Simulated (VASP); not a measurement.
# Si62C (a cell with a defect) in VASP: further runs

Si62C (a cell with a defect) is run at these levels: PBE; tasks: single point.

Program: VASP 6.6.1. These are calculated values, not measurements. Logs are shortened: lines on timing, memory, paths and dates and some standing lists are left out, and cuts for length are marked.

**1. The cell of the first run**

The cell holds a defect, 63 atoms: a = 10.860 Å, b = 10.860 Å, c = 10.860 Å, α = 90.00°, β = 90.00°, γ = 90.00°.

**2. Single point, PBE**

Input file INCAR:

```
SYSTEM = Si62C
  PREC = Accurate
  ENCUT = 520
  EDIFF = 1E-7
  ISMEAR = -1
  SIGMA = 0.05
  LREAL = Auto
  LASPH = .TRUE.
  NELM = 60
  ALGO = Normal
  ISIF = 2
  LWAVE = .FALSE.
  LCHARG = .FALSE.
  GGA = PE
  NBANDS = 163
```

Input file KPOINTS:

```
Automatic mesh
0
G
  1 1 1
  0 0 0
```

Input file POSCAR:

```
Si62C
1.0
   10.8600000000      0.0000000000      0.0000000000
    0.0000000000     10.8600000000      0.0000000000
    0.0000000000      0.0000000000     10.8600000000
Si C
62 1
Direct
    0.4997506988     -0.0000023461      0.0008369588
    0.6151400189      0.1243843344      0.1344443881
    0.7452890046      0.2465290685      0.0053115240
    0.8727766543      0.3748776931      0.1253606166
    0.7432139846     -0.0003068298      0.2570723626
    0.8738867641      0.1249422638      0.3752842465
   -0.0004718091      0.0005486075      0.0001508750
    0.1255676102      0.1257876446      0.1260483623
    0.2484307123      0.2511387673     -0.0007564445
    0.3738799494      0.3741646141      0.1258549899
    0.4990937955      0.5003260961      0.0000364576
    0.6248566617      0.6249741855      0.1297155125
    0.7514983678      0.7482283218      0.0050702517
    0.8745811071      0.8749600271      0.1297820093
    0.2622480878      0.0263190742      0.2628035570
    0.4732274858      0.2375271776      0.2626461655
    0.6150992096      0.3659745534      0.3757371841
    0.7452626107      0.4950707204      0.2536097488
    0.8743000892      0.6254140060      0.3740109356
    0.6234426851      0.1102395930      0.6236186601
    0.7439599867      0.2441095466      0.5002373576
    0.8750900843      0.3707703570      0.6255383952
    0.7512380651     -0.0049554205      0.7516278394
    0.8744781094      0.1262451549      0.8750498734
   -0.0002252564      0.5000319561      0.0002526920
    0.1248914347      0.6269689921      0.1253522993
    0.2531809574      0.7544699652      0.0051600290
    0.3753518466      0.8846374306      0.1342674922
   -0.0011273349      0.2512204747      0.2488759218
    0.1252828545      0.3742593493      0.3744202670
    0.2483792686      0.5006504977      0.2488088387
    0.3747434834      0.6256670221      0.3751006782
    0.4998203801      0.7560923116      0.2566510423
    0.6212977489      0.8778097540      0.3920934410
    0.0002854417     -0.0000226260      0.5002639232
    0.1338812365      0.1244143968      0.6155468746
    0.2621149596      0.2376249604      0.4737006175
    0.3753020478      0.3658498427      0.6156082368
    0.4997237263      0.4993899760      0.5002607306
    0.6270896875      0.6199861604      0.6275790667
    0.7507500253      0.7487674067      0.5049902154
    0.8796303117      0.8726055891      0.6274146197
    0.2563478001     -0.0003085228      0.7436829835
    0.3747402819      0.1247790872      0.8742876451
    0.4998591881      0.2438482755      0.7442989668
    0.6249587067      0.3707499851      0.8755260396
    0.7516795717      0.4951820428      0.7521740902
    0.8754683083      0.6243606584      0.8760415053
    0.0046854240      0.7544469629      0.2536229682
    0.1337246042      0.8845210435      0.3758458205
   -0.0005111858      0.5003740285      0.4996569076
    0.1290484736      0.6248785260      0.6254626285
    0.2558965945      0.7557473382      0.5002461896
    0.3908882656      0.8769525397      0.6222342002
    0.0048365625      0.2464903301      0.7458245295
    0.1248778424      0.3748780525      0.8732829964
    0.2531893051      0.4949469545      0.7457203433
    0.3735316972      0.6253058198      0.8748469884
    0.5045776837      0.7486742393      0.7513761473
    0.6269977759      0.8727636481      0.8801120512
    0.0045381074      0.7482157720      0.7521026353
    0.1291868547      0.8749495112      0.8752660585
    0.3399512850      0.1597398375      0.3405226922
```

Potentials or basis: VASP PAW PBE potentials, release 64 (Si, C).

On the command line:

```console
cat potpaw_PBE.64/Si/POTCAR potpaw_PBE.64/C/POTCAR > POTCAR
mpirun -np 1 vasp_gam > vasp.out
```

OUTCAR:

```text
SYSTEM = Si62C
   PREC = Accurate
   ENCUT = 520
   EDIFF = 1E-7
   ISMEAR = -1
   LREAL = Auto
   LASPH = .TRUE.
   NELM = 60
   ISIF = 2
   GGA = PE

 ion  position               nearest neighbor table
   1  0.500  1.000  0.001-  28 2.34   2 2.35  60 2.35  44 2.36
   2  0.615  0.124  0.134-   1 2.35   5 2.35   3 2.39  16 2.41
   3  0.745  0.247  0.005-  46 2.35   4 2.36  24 2.38   2 2.39
   4  0.873  0.375  0.125-  29 2.34   3 2.36  18 2.36  25 2.37
   5  0.743  1.000  0.257-   6 2.35   2 2.35  34 2.38  14 2.40
   6  0.874  0.125  0.375-  21 2.35   5 2.35  35 2.36  29 2.37
[... 11 lines left out ...]
  18  0.745  0.495  0.254-  12 2.35   4 2.36  19 2.38  17 2.39
  19  0.874  0.625  0.374-  51 2.36  41 2.37  18 2.38  49 2.38
  20  0.623  0.110  0.624-  23 2.33  21 2.37  45 2.37
  21  0.744  0.244  0.500-   6 2.35  17 2.35  20 2.37  22 2.40
  22  0.875  0.371  0.626-  47 2.35  55 2.35  51 2.38  21 2.40
[... 29 lines left out ...]
  52  0.129  0.625  0.625-  61 2.35  57 2.35  51 2.38  53 2.40
  53  0.256  0.756  0.500-  32 2.35  50 2.35  54 2.37  52 2.40
  54  0.391  0.877  0.622-  59 2.33  53 2.37  43 2.38
  55  0.005  0.246  0.746-  22 2.35  56 2.36  24 2.38  36 2.39
  56  0.125  0.375  0.873-   9 2.34  55 2.36  57 2.36  25 2.37
  57  0.253  0.495  0.746-  52 2.35  56 2.36  58 2.38  38 2.39
  58  0.374  0.625  0.875-  11 2.36  59 2.37  27 2.38  57 2.38
  59  0.505  0.749  0.751-  54 2.33  40 2.35  60 2.35  58 2.37
  60  0.627  0.873  0.880-  13 2.34  23 2.35   1 2.35  59 2.35
  61  0.005  0.748  0.752-  42 2.34  52 2.35  62 2.35  48 2.36
  62  0.129  0.875  0.875-  27 2.35  61 2.35   7 2.38  43 2.41
  63  0.340  0.160  0.341-  37 1.88  16 1.88  15 1.88

  LATTYP: Found a simple cubic cell.
 ALAT       =    10.8600000000

  Lattice vectors:

 A1 = (  10.8600000000,   0.0000000000,   0.0000000000)
 A2 = (   0.0000000000,  10.8600000000,   0.0000000000)
 A3 = (   0.0000000000,   0.0000000000,  10.8600000000)

Analysis of symmetry for initial positions (statically):
=====================================================================
 Subroutine PRICEL returns:
 Original cell was already a primitive cell.

 Routine SETGRP: Setting up the symmetry group for a
 simple cubic supercell.

 Subroutine GETGRP returns: Found  1 space group operations
 (whereof  1 operations were pure point group operations)
 out of a pool of 48 trial point group operations.

The static configuration has the point symmetry C_1 .

Analysis of symmetry for dynamics (positions and initial velocities):
=====================================================================
 Subroutine PRICEL returns:
 Original cell was already a primitive cell.

 Routine SETGRP: Setting up the symmetry group for a
 simple cubic supercell.

 Subroutine GETGRP returns: Found  1 space group operations
 (whereof  1 operations were pure point group operations)
 out of a pool of 48 trial point group operations.

The dynamic configuration has the point symmetry C_1 .

 Subroutine INISYM returns: Found  1 space group operations
 (whereof  1 operations are pure point group operations),
 and found     1 'primitive' translations

----------------------------------------------------------------------------------------

                                     Primitive cell

  volume of cell :    1280.8241

  direct lattice vectors                    reciprocal lattice vectors
    10.860000000  0.000000000  0.000000000     0.092081031  0.000000000  0.000000000
     0.000000000 10.860000000  0.000000000     0.000000000  0.092081031  0.000000000
     0.000000000  0.000000000 10.860000000     0.000000000  0.000000000  0.092081031

  length of vectors
    10.860000000 10.860000000 10.860000000     0.092081031  0.092081031  0.092081031

  position of ions in fractional coordinates (direct lattice)
     0.499750699  0.999997654  0.000836959
     0.615140019  0.124384334  0.134444388
     0.745289005  0.246529069  0.005311524
     0.872776654  0.374877693  0.125360617
     0.743213985  0.999693170  0.257072363
     0.873886764  0.124942264  0.375284247
[... 55 lines left out ...]
     0.129186855  0.874949511  0.875266059
     0.339951285  0.159739837  0.340522692

  ion indices of the primitive-cell ions
   primitive index   ion index
                 1           1
                 2           2
                 3           3
                 4           4
                 5           5
                 6           6
[... 55 lines left out ...]
                62          62
                63          63

----------------------------------------------------------------------------------------

 KPOINTS: Automatic mesh

Automatic generation of k-mesh.
 Grid dimensions read from file:
 generate k-points for:    1    1    1

 Generating k-lattice:

  Cartesian coordinates                     Fractional coordinates (reciprocal lattice)
     0.092081031  0.000000000  0.000000000     1.000000000  0.000000000  0.000000000
     0.000000000  0.092081031  0.000000000     0.000000000  1.000000000  0.000000000
     0.000000000  0.000000000  0.092081031     0.000000000  0.000000000  1.000000000

  Length of vectors
     0.092081031  0.092081031  0.092081031

  Shift w.r.t. Gamma in fractional coordinates (k-lattice)
     0.000000000  0.000000000  0.000000000

 Subroutine IBZKPT returns following result:
 ===========================================

 Found      1 irreducible k-points:

 Following reciprocal coordinates:
            Coordinates               Weight
  0.000000  0.000000  0.000000      1.000000
   k-points           NKPTS =      1   k-points in BZ     NKDIM =      1   number of bands    NBANDS=    163
   number of dos      NEDOS =    301   number of ions     NIONS =     63
   total plane-waves  NPLWV = 592704
   dimension x,y,z NGX =    84 NGY =   84 NGZ =   84
   dimension x,y,z NGXF=   168 NGYF=  168 NGZF=  168
   ions per type =              62   1
   NGX,Y,Z   is equivalent  to a cutoff of  12.86, 12.86, 12.86 a.u.
   NGXF,Y,Z  is equivalent  to a cutoff of  25.72, 25.72, 25.72 a.u.
 SYSTEM =  Si62C
   PREC   = accura    normal or accurate (medium, high low for compatibility)
   ISTART =      0    job   : 0-new  1-cont  2-samecut
   ICHARG =      2    charge: 1-file 2-atom 10-const
   ISPIN  =      1    spin polarized calculation?
   LNONCOLLINEAR =      F non collinear calculations
   LSORBIT =      F    spin-orbit coupling
   LASPH  =      T    aspherical Exc in radial PAW
   ENCUT  =  520.0 eV  38.22 Ry    6.18 a.u.  20.19 20.19 20.19*2*pi/ulx,y,z
   NELM   =     60;   NELMIN=  2; NELMDL= -5     # of ELM steps
   EDIFF  = 0.1E-06   stopping-criterion for ELM
   LREAL  =      T    real-space projection
   EDIFFG = 0.1E-05   stopping-criterion for IOM
   NSW    =      0    number of steps for IOM
   IBRION =     -1    ionic relax: 0-MD 1-quasi-New 2-CG
   NFREE  =      0    steps in history (QN), initial steepest desc. (CG)
   ISIF   =      2    stress and relaxation
   ISYM   =      2    0-nonsym 1-usesym 2-fastsym
   POTIM  = 0.5000    time-step for ionic-motion
   TEBEG  =    0.0;   TEEND  =   0.0 temperature during run
   PSTRESS=    0.0 pullay stress
   NELECT =     252.0000    total number of electrons
   NUPDOWN=      -1.0000    fix difference up-down
   EMIN   =  10.00;   EMAX   =-10.00  energy-range for DOS
   EFERMI =   0.00;   METHOD = LEGACY
   ISMEAR =    -1;   SIGMA  =   0.05  broadening in eV -4-tet -1-fermi 0-gaus
   EFERMI_NEDOS =   21; number of points for ismear=-14 and -15
   IALGO  =     38    algorithm
   IMIX   =      4    mixing-type and parameters
     AMIX     =   0.40;   BMIX     =  1.00
     AMIX_MAG =   1.60;   BMIX_MAG =  1.00
  volume/ion in A,a.u.               =      20.33       137.20
  Fermi-wavevector in a.u.,A,eV,Ry     =   0.952164  1.799329 12.335269  0.906617
  Thomas-Fermi vector in A             =   2.080702
   LORBIT       =      0    0 simple, 1 ext, 2 COOP (PROOUT), +10 PAW based schemes
   GGA     = PE    functional components
   LHFCALC =     F    Hartree Fock is set to
   AEXX    =    0.0000 exact exchange contribution
   IVDW    =     0    specifies the selected vdW correction
   LEPSILON=     F    determine dielectric tensor
   LRPA    =     F    only Hartree local field effects (RPA)
 non-spin polarized calculation
  energy-cutoff  :      520.00
  volume of cell :     1280.82
 maximum number of plane-waves:     17229
 NGX is ok and might be reduce to    84
   NGX = 41   NGY = 41   NGZ = 41

 number of electron     251.9999988 magnetization

 Free energy of the ion-electron system (eV)
  ---------------------------------------------------
  ext. energy  EPLUGINS =         0.00000000
  ---------------------------------------------------
  free energy    TOTEN  =      -335.26978175 eV

  energy without entropy =     -335.19479334  energy(sigma->0) =     -335.23228755

 E-fermi :   6.0249     XC(G=0):  -9.3027

 val. band max:        5.9161010542   @ k =   0.0000   0.0000   0.0000
 cond. band min:       6.1691466586   @ k =   0.0000   0.0000   0.0000
 fundamental gap:      0.2530456044
 Fermi energy:         6.0249138416

 k-point     1 :       0.0000    0.0000    0.0000
  band No.  band energies     occupation
      1      -6.6216      2.00000
      2      -6.0539      2.00000
      3      -5.2003      2.00000
      4      -5.2002      2.00000
      5      -5.1810      2.00000
      6      -5.1787      2.00000
[... 130 lines left out ...]
    137       6.7905      0.00000
    138       6.9393      0.00000
 [bands above 138 left out]

------------------------ aborting loop because EDIFF is reached ----------------------------------------

  FORCE on cell =-STRESS in cart. coord.  units (eV):
  Direction    XX          YY          ZZ          XY          YZ          ZX
  --------------------------------------------------------------------------------------
  -------------------------------------------------------------------------------------
  Total        5.8852067      6.1040103      5.7717871     -7.6597459     -7.7064308      7.7882307
  in kB        7.3617799      7.6354803      7.2199038     -9.5815433     -9.6399413      9.7422644
  external PRESSURE =       7.4057213 kB  Pullay stress =       0.0000000 kB

 VOLUME and BASIS-vectors are now :
 -----------------------------------------------------------------------------
  energy-cutoff  :      520.00
  volume of cell :     1280.82
      direct lattice vectors                 reciprocal lattice vectors
    10.860000000  0.000000000  0.000000000     0.092081031  0.000000000  0.000000000
     0.000000000 10.860000000  0.000000000     0.000000000  0.092081031  0.000000000
     0.000000000  0.000000000 10.860000000     0.000000000  0.000000000  0.092081031

 POSITION                                       TOTAL-FORCE (eV/Angst)
 -----------------------------------------------------------------------------------
      5.42729     10.85997      0.00909        -0.000759      0.009070     -0.016628
      6.68042      1.35081      1.46007         0.012755     -0.011518      0.020575
      8.09384      2.67731      0.05768        -0.004142      0.007375     -0.003903
      9.47835      4.07117      1.36142         0.003213     -0.003248      0.007649
      8.07130     10.85667      2.79181         0.002728      0.007748      0.000317
      9.49041      1.35687      4.07559         0.000398     -0.002342     -0.008824
[... 55 lines left out ...]
      1.40297      9.50195      9.50539        -0.000889     -0.001976     -0.006155
      3.69187      1.73477      3.69808         0.004078      0.000222     -0.005975
 -----------------------------------------------------------------------------------
    total drift:                                0.002915     -0.000477      0.014249

  FREE ENERGIE OF THE ION-ELECTRON SYSTEM (eV)
  ---------------------------------------------------
  free  energy   TOTEN  =      -335.2697817539 eV

  energy  without entropy=     -335.1947933375  energy(sigma->0) =     -335.23228755
```

Wall time 12 min (1 thread of Intel Xeon 8259CL, shared host); peak memory 1 GiB.

Results:

```
Free energy   : -335.2698 eV
Pressure      : 0.7 GPa
Largest force : 0.038 eV/Å
```

Forces in eV/Å, atoms in the order of the input:
```
Si  -0.001  0.009 -0.017
Si   0.013 -0.012  0.021
Si  -0.004  0.007 -0.004
Si   0.003 -0.003  0.008
Si   0.003  0.008  0.000
Si   0.000 -0.002 -0.009
Si  -0.002  0.002  0.000
Si  -0.005  0.002 -0.006
Si   0.010 -0.008  0.010
Si  -0.002  0.005 -0.008
Si   0.008 -0.006  0.006
Si  -0.001  0.013 -0.008
Si   0.005 -0.006  0.000
Si   0.002 -0.006  0.004
Si  -0.023  0.005 -0.022
Si  -0.004  0.019 -0.017
Si   0.012 -0.015  0.004
Si   0.001 -0.006 -0.007
Si  -0.002  0.007  0.004
Si  -0.015  0.021 -0.017
Si   0.008 -0.007  0.003
Si  -0.007  0.005 -0.001
Si   0.009 -0.009  0.006
Si   0.004 -0.003 -0.001
Si  -0.015  0.005 -0.005
Si   0.008  0.003  0.007
Si  -0.008  0.001 -0.004
Si   0.006 -0.024  0.028
Si   0.004 -0.010  0.010
Si   0.005  0.012 -0.005
Si   0.005 -0.005  0.012
Si  -0.010 -0.012  0.000
Si   0.002  0.004  0.004
Si  -0.013  0.002 -0.022
Si  -0.009  0.005 -0.002
Si   0.021 -0.010  0.017
Si  -0.023  0.017  0.000
Si   0.005 -0.014  0.009
Si  -0.003  0.012 -0.003
Si   0.003 -0.011  0.001
Si   0.005 -0.003  0.008
Si   0.005 -0.001  0.004
Si   0.005 -0.002  0.004
Si   0.003  0.006  0.003
Si  -0.001 -0.005  0.007
Si  -0.002  0.004 -0.003
Si   0.001 -0.002  0.003
Si  -0.003  0.005 -0.003
Si  -0.009  0.003 -0.012
Si   0.025 -0.012  0.007
Si  -0.004 -0.005  0.002
Si   0.001  0.006  0.004
Si   0.006  0.001 -0.004
Si  -0.030  0.018 -0.015
Si  -0.005  0.006 -0.003
Si   0.008 -0.005  0.000
Si  -0.010  0.002  0.001
Si  -0.003  0.009 -0.002
Si   0.017 -0.007  0.011
Si  -0.006 -0.008  0.004
Si   0.002 -0.006  0.003
Si  -0.001 -0.002 -0.006
C    0.004  0.000 -0.006
```

Levels at points of the mesh, in eV from the Fermi level:
```
           k point  band 122  band 123  band 124  band 125  band 126  band 127  band 128  band 129  band 130  band 131
(0.00, 0.00, 0.00)     -1.48     -0.93     -0.67     -0.66     -0.11      0.14      0.15      0.34      0.35      0.35
```

Caveat: the k points lie up to 0.58 Å⁻¹ apart.

[end of part 1 of 2]
